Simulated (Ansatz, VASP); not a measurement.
## Ti: VASP beside Ansatz

Contents of INCAR:

```
SYSTEM = Ti
PREC = Accurate
ENCUT = 520
EDIFF = 1E-6
ISMEAR = 0
SIGMA = 0.012
LREAL = .FALSE.
LASPH = .TRUE.
NELM = 60
ALGO = Fast
ISIF = 2
LWAVE = .FALSE.
LCHARG = .TRUE.
GGA = PE
LELF = .TRUE.
LVHAR = .TRUE.
NBANDS = 12
```

The input KPOINTS:

```
Automatic mesh
0
G
  11 11 11
  0 0 0
```

POSCAR

```
Ti
1.0
   -1.6410000000      1.6410000000      1.6410000000
    1.6410000000     -1.6410000000      1.6410000000
    1.6410000000      1.6410000000     -1.6410000000
Ti
1
Direct
    0.0000000000      0.0000000000      0.0000000000
```

File input.yaml:

```yaml
crystal:
  lattice:
    - [-1.641, 1.641, 1.641]
    - [1.641, -1.641, 1.641]
    - [1.641, 1.641, -1.641]
  atoms:
    - { symbol: Ti, position: [0.0, 0.0, 0.0] }
kpoints:
  mp_grid: { grid: [11, 11, 11] }
scf:
  occupations: { method: gaussian, width: 0.012 }
hamiltonian:
  xc: pbe
  pseudopotentials: { kind: all_electron, lapw: { basis_error: 0.001 } }
output:
  forces: true
  stress: true
  eigenvalues: true
```

Alike in both runs: task single point; functional PBE; k mesh 11 × 11 × 11; occupations gaussian, width 0.012 eV; no spin polarisation.

|  | VASP | Ansatz |
| --- | --- | --- |
| version | VASP 6.6.1 | Ansatz 0.2.0 |
| potentials or method | VASP PAW PBE potentials, release 64 (Ti_sv), cutoff 520 eV | all-electron LAPW, scalar-relativistic |

VASP gave:

| Item | Value |
| --- | --- |
| gap on the k mesh at the Fermi level (eV) | none |
| pressure (GPa) | -3.5 |

Problem. Estimate Ansatz's values.

Solution. gap on the k mesh at the Fermi level (eV): none; pressure (GPa): -2.9.

A gap of «none» marks a metal or a gap that the smearing closes. Ansatz ran all-electron here, and VASP with PAW potentials.
